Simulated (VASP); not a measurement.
# Sr32Li (a cell with a defect) in VASP: notebook

The runs below take Sr32Li (a cell with a defect) through single point, with PBE.

Everything below comes from runs of VASP 6.6.1. Logs are shortened: lines on timing, memory, paths and dates and some standing lists are left out, and cuts for length are marked.

### Step 1. The cell of the first run

The cell holds a defect, 33 atoms: a = 12.160 Å, b = 12.160 Å, c = 12.160 Å, α = 90.00°, β = 90.00°, γ = 90.00°.

### Step 2. Single point, PBE

INCAR

```
ALGO = Normal
EDIFF = 1E-6
ENCUT = 520
GGA = PE
ISIF = 2
ISMEAR = -1
LASPH = T
LCHARG = F
LREAL = Auto
LWAVE = F
NBANDS = 184
NELM = 100
PREC = Accurate
SIGMA = 0.15
```

KPOINTS

```
k-points
0
Gamma
  1 1 1
```

POSCAR

```
Sr32Li
1.0
   12.1600000000      0.0000000000      0.0000000000
    0.0000000000     12.1600000000      0.0000000000
    0.0000000000      0.0000000000     12.1600000000
Sr Li
32 1
Direct
    0.5339309211     -0.0112006579     -0.0055509868
    0.7461430921      0.2728947368     -0.0247697368
    0.7637088816      0.0043338816      0.2440625000
   -0.0015213816     -0.0318421053      0.0070476974
    0.2516365132      0.2555345395      0.0370641447
    0.5006414474      0.4981003289     -0.0197286184
    0.7283881579      0.7737828947     -0.0256578947
    0.2420230263     -0.0129029605      0.2588569079
    0.5132236842      0.2337993421      0.2819736842
    0.7960279605      0.5060937500      0.2054605263
    0.4989226974      0.0151069079      0.5190131579
    0.7310197368      0.2340789474      0.5001398026
    0.7624177632      0.0083881579      0.7532483553
    0.0114555921      0.5089967105     -0.0030921053
    0.2559786184      0.7285690789     -0.0032976974
    0.0094901316      0.2327960526      0.2430838816
    0.2080509868      0.5132730263      0.2492845395
    0.4945394737      0.7529523026      0.2537006579
   -0.0113569079      0.0138980263      0.4956085526
    0.2437746711      0.2441940789      0.4828536184
    0.5205921053      0.4818585526      0.5014144737
    0.7662828947      0.7148108553      0.5235855263
    0.2502220395      0.0197944079      0.7722368421
    0.4851315789      0.2314062500      0.7372697368
    0.7531250000      0.5183223684      0.7578536184
   -0.0078782895      0.7673026316      0.2509621711
    0.0285608553      0.4914226974      0.4979358553
    0.2266940789      0.7544243421      0.5197368421
   -0.0000328947      0.2695230263      0.7446381579
    0.2516036184      0.4908963816      0.7451726974
    0.5035855263      0.7374753289      0.7524177632
   -0.0128207237      0.7226644737      0.7530674342
    0.4969490132      0.5004934211      0.2164144737
```

Potentials or basis: VASP PAW PBE potentials, release 64 (Sr_sv, Li_sv).

On the command line:

```sh
$ cat potpaw_PBE.64/Sr_sv/POTCAR potpaw_PBE.64/Li_sv/POTCAR > POTCAR
$ mpirun -np 1 vasp_gam > vasp.out
```

OUTCAR:

```text
EDIFF = 1E-6
   ENCUT = 520
   GGA = PE
   ISIF = 2
   ISMEAR = -1
   LASPH = T
   LREAL = Auto
   NELM = 100
   PREC = Accurate

 ion  position               nearest neighbor table
   1  0.534  0.989  0.994-   7 3.53  13 4.05   3 4.13  31 4.26  18 4.29   2 4.32  24 4.34  23 4.40
                             9 4.60  15 4.63   5 4.75   8 4.79
   2  0.746  0.273  0.975-  25 3.99  10 4.03   6 4.05  29 4.17  13 4.20   1 4.32  24 4.32  14 4.33
                            16 4.59   3 4.63   9 4.71   4 4.83
   3  0.764  0.004  0.244-  26 4.00   4 4.08  16 4.08  19 4.11   1 4.13   9 4.16  12 4.20   7 4.34
                            18 4.48   2 4.63  11 4.64  22 4.89
   4  0.998  0.968  0.007-  26 3.84   7 4.07   3 4.08  23 4.23  13 4.24   8 4.27  15 4.28  32 4.30
                            16 4.31   5 4.67   2 4.83  29 4.86
   5  0.252  0.256  0.037-  16 3.88  17 4.09   8 4.24  14 4.27   6 4.28  23 4.31   9 4.37  30 4.56
                            24 4.63   4 4.67  29 4.69   1 4.75
   6  0.501  0.498  0.980-  33 2.87  31 4.02   2 4.05  15 4.09  25 4.10  30 4.17   5 4.28   7 4.35
                            24 4.39  10 4.52  18 4.55  17 4.84   9 4.88
   7  0.728  0.774  0.974-   1 3.53  31 3.87  13 3.94   4 4.07  25 4.08  32 4.19   3 4.34   6 4.35
                            10 4.38  18 4.44  26 4.65  14 4.72
   8  0.242  0.987  0.259-  26 4.05  16 4.12  20 4.15  18 4.19  19 4.23   5 4.24  28 4.25   4 4.27
                            11 4.46   9 4.47  15 4.48   1 4.79
   9  0.513  0.234  0.282-  33 3.35  12 3.75  11 3.93  21 4.03  20 4.09   3 4.16   5 4.37   8 4.47
                             1 4.60   2 4.71  10 4.86   6 4.88  17 5.05
  10  0.796  0.506  0.205-  33 3.64  14 3.65  26 4.01   2 4.03  16 4.24   7 4.38   6 4.52  27 4.55
                            22 4.64  18 4.77   9 4.86  21 4.93  12 4.94  17 5.04
  11  0.499  0.015  0.519-  24 3.74  12 3.89   9 3.93  20 4.19  13 4.29  23 4.32  31 4.41   8 4.46
                            18 4.54  28 4.58   3 4.64  22 4.89
  12  0.731  0.234  0.500-   9 3.75  11 3.89  21 3.95  19 4.12  13 4.14  24 4.15   3 4.20  29 4.44
                            16 4.61  25 4.67  27 4.78  10 4.94
  13  0.762  0.008  0.753-   7 3.94   1 4.05  12 4.14  19 4.17   2 4.20   4 4.24  11 4.29  29 4.29
                            24 4.33  32 4.42  22 4.53  31 4.56
  14  0.011  0.509  0.997-  10 3.65  17 3.89  32 3.95  15 4.00  29 4.23  30 4.24   5 4.27  25 4.28
                             2 4.33  26 4.41  16 4.50   7 4.72
  15  0.256  0.729  0.997-  14 4.00  17 4.08   6 4.09  30 4.21  31 4.23  18 4.27   4 4.28  32 4.41
                            23 4.47   8 4.48  26 4.48   1 4.63
  16  0.009  0.233  0.243-   5 3.88  19 4.07  20 4.08   3 4.08   8 4.12  17 4.18  10 4.24   4 4.31
                            27 4.42  14 4.50   2 4.59  12 4.61
  17  0.208  0.513  0.249-  33 3.54  27 3.74  14 3.89  26 4.05  15 4.08   5 4.09  16 4.18  20 4.35
                            28 4.41  18 4.54   6 4.84  21 4.90  10 5.04   9 5.05
  18  0.495  0.753  0.254-  33 3.10   8 4.19  15 4.27   1 4.29   7 4.44  21 4.48   3 4.48  11 4.54
                            17 4.54   6 4.55  28 4.59  22 4.68  10 4.77
  19  0.989  0.014  0.496-  16 4.07   3 4.11  12 4.12  13 4.17  20 4.18  26 4.22   8 4.23  28 4.29
                            29 4.34  22 4.54  23 4.63  32 4.73
  20  0.244  0.244  0.483-  27 3.99  16 4.08   9 4.09   8 4.15  19 4.18  11 4.19  24 4.27  17 4.35
                            29 4.36  30 4.38  21 4.44  23 4.45
[... 222 lines left out ...]
  Thomas-Fermi vector in A             =   2.049392
   LORBIT       =      0    0 simple, 1 ext, 2 COOP (PROOUT), +10 PAW based schemes
   GGA     = PE    functional components
   LHFCALC =     F    Hartree Fock is set to
   AEXX    =    0.0000 exact exchange contribution
   IVDW    =     0    specifies the selected vdW correction
   LEPSILON=     F    determine dielectric tensor
   LRPA    =     F    only Hartree local field effects (RPA)
 non-spin polarized calculation
  energy-cutoff  :      520.00
  volume of cell :     1798.05
 maximum number of plane-waves:     24245
 NGX is ok and might be reduce to    90
   NGX = 45   NGY = 45   NGZ = 45

 number of electron     323.0000003 magnetization

 Free energy of the ion-electron system (eV)
  ---------------------------------------------------
  ext. energy  EPLUGINS =         0.00000000
  ---------------------------------------------------
  free energy    TOTEN  =       -54.39160251 eV

  energy without entropy =      -51.22473792  energy(sigma->0) =      -52.80817021

 E-fermi :   1.5928     XC(G=0):  -7.2978

 val. band max:        1.5877768173   @ k =   0.0000   0.0000   0.0000
 cond. band min:       1.6202471660   @ k =   0.0000   0.0000   0.0000
 fundamental gap:      0.0324703487
 Fermi energy:         1.5928234339

 k-point     1 :       0.0000    0.0000    0.0000
  band No.  band energies     occupation
      1     -45.6043      2.00000
      2     -35.3170      2.00000
      3     -35.2844      2.00000
      4     -35.2623      2.00000
      5     -35.2574      2.00000
      6     -35.2335      2.00000
[... 165 lines left out ...]
    172       2.0303      0.10270
    173       2.0394      0.09692
 [bands above 173 left out]

------------------------ aborting loop because EDIFF is reached ----------------------------------------

  FORCE on cell =-STRESS in cart. coord.  units (eV):
  Direction    XX          YY          ZZ          XY          YZ          ZX
  --------------------------------------------------------------------------------------
  -------------------------------------------------------------------------------------
  Total        0.6827155      1.5668664      1.9739031     -0.1914009     -1.1845869     -1.0914716
  in kB        0.6083446      1.3961813      1.7588779     -0.1705508     -1.0555450     -0.9725732
  external PRESSURE =       1.2544679 kB  Pullay stress =       0.0000000 kB

 VOLUME and BASIS-vectors are now :
 -----------------------------------------------------------------------------
  energy-cutoff  :      520.00
  volume of cell :     1798.05
      direct lattice vectors                 reciprocal lattice vectors
    12.160000000  0.000000000  0.000000000     0.082236842  0.000000000  0.000000000
     0.000000000 12.160000000  0.000000000     0.000000000  0.082236842  0.000000000
     0.000000000  0.000000000 12.160000000     0.000000000  0.000000000  0.082236842

 POSITION                                       TOTAL-FORCE (eV/Angst)
 -----------------------------------------------------------------------------------
      6.49260     12.02380     12.09250        -0.817829      0.576277      0.149747
      9.07310      3.31840     11.85880         0.068800     -0.423029      0.288075
      9.28670      0.05270      2.96780        -0.295847     -0.105305      0.072082
     12.14150     11.77280      0.08570         0.060216      0.437838     -0.290284
      3.05990      3.10730      0.45070         0.305139     -0.034758     -0.341607
      6.08780      6.05690     11.92010        -0.046218     -0.051639     -0.487110
[... 25 lines left out ...]
     12.00410      8.78760      9.15730         0.426191      0.499299      0.079439
      6.04290      6.08600      2.63160        -0.008870     -0.300269      0.503708
 -----------------------------------------------------------------------------------
    total drift:                                0.005026      0.001303      0.003190

  FREE ENERGIE OF THE ION-ELECTRON SYSTEM (eV)
  ---------------------------------------------------
  free  energy   TOTEN  =       -54.3916025124 eV

  energy  without entropy=      -51.2247379163  energy(sigma->0) =      -52.80817021
```

OSZICAR:

```text
N       E                     dE             d eps       ncg     rms          rms(c)
DAV:   1     0.369484835530E+04    0.36948E+04   -0.16143E+05   384   0.159E+03
DAV:   2     0.339167097979E+03   -0.33557E+04   -0.33048E+04   456   0.405E+02
DAV:   3    -0.217200874530E+02   -0.36089E+03   -0.35564E+03   536   0.107E+02
[... 13 lines left out ...]
DAV:  74    -0.543915984768E+02   -0.12352E-05   -0.12562E-05   208   0.305E-04    0.719E-02
DAV:  75    -0.543915996017E+02   -0.11248E-05   -0.11304E-05   208   0.158E-04    0.720E-02
DAV:  76    -0.543916009808E+02   -0.13791E-05   -0.11717E-05   264   0.210E-03    0.725E-02
DAV:  77    -0.543916017208E+02   -0.74002E-06   -0.10055E-05   216   0.114E-03    0.731E-02
DAV:  78    -0.543916025124E+02   -0.79164E-06   -0.89901E-06   208   0.915E-04
   1 F= -.54391603E+02 E0= -.52808170E+02  d E =-.316686E+01
```

It took 34 min on 1 thread of Intel Xeon Platinum 8375C at 2.90GHz (Ice Lake), shared host; peak memory 1.4 GiB.

What came out:

```
Free energy            : -54.3916 eV
Largest force          : 1.051 eV/Å
Band gap on the k mesh : zero (an odd number of electrons rules out a gap without spin polarisation)
```

Forces in eV/Å, atoms in the order of the input:
```
Sr  -0.818  0.576  0.150
Sr   0.069 -0.423  0.288
Sr  -0.296 -0.105  0.072
Sr   0.060  0.438 -0.290
Sr   0.305 -0.035 -0.342
Sr  -0.046 -0.052 -0.487
Sr   0.568 -0.766  0.443
Sr   0.218  0.004 -0.136
Sr  -0.241 -0.045 -0.729
Sr  -0.608 -0.020  0.610
Sr  -0.080 -0.789 -0.205
Sr   0.749  0.406  0.216
Sr   0.002 -0.117 -0.188
Sr  -0.002 -0.115 -0.341
Sr   0.122  0.321  0.016
Sr  -0.392  0.165  0.037
Sr   0.608  0.011  0.043
Sr   0.155  0.357  0.163
Sr   0.111 -0.237  0.258
Sr   0.211  0.053  0.170
Sr  -0.416  0.240  0.076
Sr  -0.140  0.588 -0.626
Sr  -0.247 -0.373 -0.096
Sr   0.228  0.534  0.328
Sr  -0.090 -0.672  0.068
Sr   0.055 -0.255  0.179
Sr  -0.749 -0.057  0.064
Sr   0.340  0.129 -0.117
Sr   0.012 -0.210  0.091
Sr   0.133 -0.073  0.056
Sr  -0.240  0.322 -0.354
Sr   0.426  0.499  0.079
Li  -0.009 -0.300  0.504
```

Levels at points of the mesh, in eV from the Fermi level:
| k point | band 159 | band 160 | band 161 | band 162 | band 163 | band 164 | band 165 | band 166 |
| --- | --- | --- | --- | --- | --- | --- | --- | --- |
| (0.00, 0.00, 0.00) | -0.05 | -0.04 | -0.03 | -0.01 | 0.03 | 0.05 | 0.12 | 0.21 |

Caveat: the k points lie up to 0.52 Å⁻¹ apart, too coarse for converged energies and pressures of a metal; the cutoff is under 1.25 times the usual one of these potentials, so pressure, stress and relaxed cells hold a basis-set (Pulay) error.

### Step 3. Single point, PBE

INCAR

```
PREC = Accurate ; ENCUT = 520
EDIFF = 1E-6 ; ISMEAR = -1
SIGMA = 0.15 ; LREAL = Auto
LASPH = True ; NELM = 60
ALGO = Normal ; ISIF = 2
LWAVE = False ; LCHARG = False
GGA = PE ; NBANDS = 184
```

KPOINTS

```
regular mesh
0
Gamma
  1 1 1
```

POSCAR

```
Sr32Li
1.0
   12.1600000000      0.0000000000      0.0000000000
    0.0000000000     12.1600000000      0.0000000000
    0.0000000000      0.0000000000     12.1600000000
Sr Li
32 1
Direct
    0.5441776316      0.0107072368     -0.0265542763
    0.7623437500      0.2697450658     -0.0075904605
    0.7556085526     -0.0155674342      0.2381825658
    0.0064473684     -0.0349835526      0.0139226974
    0.2649259868      0.2673766447      0.0447368421
    0.4895476974      0.4879523026     -0.0073930921
    0.7263075658      0.7462500000     -0.0149917763
    0.2564638158     -0.0331250000      0.2416529605
    0.5182154605      0.2147368421      0.2747450658
    0.8073848684      0.5262006579      0.1987993421
    0.5151398026      0.0137993421      0.5126069079
    0.7345970395      0.2306907895      0.5219654605
    0.7785444079      0.0195559211      0.7362253289
    0.0314638158      0.5135773026     -0.0184868421
    0.2575575658      0.7202713816     -0.0099506579
   -0.0113322368      0.2218256579      0.2428618421
    0.1939555921      0.5362664474      0.2492763158
    0.5003947368      0.7486348684      0.2565625000
   -0.0187500000      0.0320394737      0.5005098684
    0.2392680921      0.2430838816      0.4704851974
    0.5133963816      0.4727878289      0.4856414474
    0.7654194079      0.7289884868      0.5282401316
    0.2425740132      0.0419243421      0.7728125000
    0.4771875000      0.2376315789      0.7462171053
    0.7426973684      0.4887582237      0.7491611842
   -0.0039473684      0.7737417763      0.2576973684
    0.0167269737      0.4877055921      0.5010526316
    0.1987911184      0.7372039474      0.5285197368
   -0.0055921053      0.2645723684      0.7444161184
    0.2465789474      0.4889391447      0.7578042763
    0.4867187500      0.7257894737      0.7630098684
   -0.0500740132      0.7192434211      0.7668009868
    0.4709539474      0.4527302632      0.2461184211
```

Potentials or basis: VASP PAW PBE potentials, release 64 (Sr_sv, Li_sv).

On the command line:

```sh
$ cat potpaw_PBE.64/Sr_sv/POTCAR potpaw_PBE.64/Li_sv/POTCAR > POTCAR
$ mpirun -np 1 vasp_gam > vasp.out
```

Run time: 25 min. Hardware: 1 thread of Intel Xeon Platinum 8375C at 2.90GHz (Ice Lake), shared host; peak memory 1.4 GiB.

It converged, with:

| Quantity | Value |
| --- | --- |
| Free energy | -53.3515 eV |
| Largest force | 0.966 eV/Å |
| Band gap on the k mesh | zero (an odd number of electrons rules out a gap without spin polarisation) |

Forces in eV/Å, atoms in the order of the input:
```
Sr  -0.556 -0.045  0.233
Sr  -0.091 -0.261  0.057
Sr  -0.204  0.000  0.248
Sr  -0.138  0.330 -0.485
Sr  -0.109 -0.195 -0.083
Sr   0.275  0.021 -0.114
Sr   0.130  0.002  0.116
Sr   0.071  0.292  0.121
Sr   0.136 -0.365 -0.520
Sr  -0.539 -0.277  0.648
Sr  -0.369 -0.807  0.135
Sr   0.362  0.680 -0.385
Sr  -0.289 -0.487  0.604
Sr  -0.546 -0.411  0.063
Sr   0.090  0.679  0.116
Sr   0.037  0.330 -0.064
Sr   0.614 -0.293  0.118
Sr   0.111 -0.119  0.009
Sr   0.384 -0.611 -0.056
Sr   0.332  0.134  0.078
Sr  -0.203  0.327  0.736
Sr  -0.322  0.308 -0.664
Sr  -0.239 -0.635 -0.101
Sr   0.427  0.541 -0.017
Sr  -0.221 -0.242  0.102
Sr  -0.097 -0.106  0.180
Sr  -0.762 -0.244  0.079
Sr   0.492  0.528  0.047
Sr   0.238  0.008  0.175
Sr   0.147 -0.254 -0.377
Sr   0.187  0.368 -0.572
Sr   0.867  0.425 -0.039
Li  -0.212  0.381 -0.387
```

Levels at points of the mesh, in eV from the Fermi level:
| k point | band 158 | band 159 | band 160 | band 161 | band 162 | band 163 | band 164 | band 165 | band 166 | band 167 |
| --- | --- | --- | --- | --- | --- | --- | --- | --- | --- | --- |
| (0.00, 0.00, 0.00) | -0.10 | -0.08 | -0.06 | -0.03 | -0.01 | 0.03 | 0.08 | 0.11 | 0.24 | 0.28 |

Caveat: the k points lie up to 0.52 Å⁻¹ apart, too coarse for converged energies and pressures of a metal; the cutoff is under 1.25 times the usual one of these potentials, so pressure, stress and relaxed cells hold a basis-set (Pulay) error.
